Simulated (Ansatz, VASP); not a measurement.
**One calculation of Rh, two programs**

```
Rh
1.0
     3.68819    0.00000    0.00000
     0.00000    3.68819    0.00000
     0.00000    0.00000    3.68819
Rh
3
Direct
  0.00000 0.50000 0.50000
  0.50000 0.00000 0.50000
  0.50000 0.50000 0.00000
```

Alike in both runs: functional PBE; k mesh 6 × 6 × 6; occupations gaussian, width 0.1 eV; no spin polarisation.

Ansatz relaxed the structure, and its values are those at the end. VASP's run is a single point on that final structure, the one shown.

```csv
,VASP,Ansatz
version,VASP 6.6.1,Ansatz 0.2.0
potentials or method,"VASP PAW PBE potentials, release 64 (Rh_pv), cutoff 520 eV","scalar-relativistic, plane waves, PAW"
valence electrons in the cell,45,51
```

|  | VASP | Ansatz | Ansatz less VASP |
| --- | --- | --- | --- |
| gap on the k mesh at the Fermi level (eV) | none | none | - |
| pressure (GPa) | 0.2 | 0.1 | -0.03 |

A gap of «none» marks a metal or a gap that the smearing closes. VASP's potentials hold 45 valence electrons a cell and Ansatz's 51, so a difference there can come from the potentials and not from the codes.
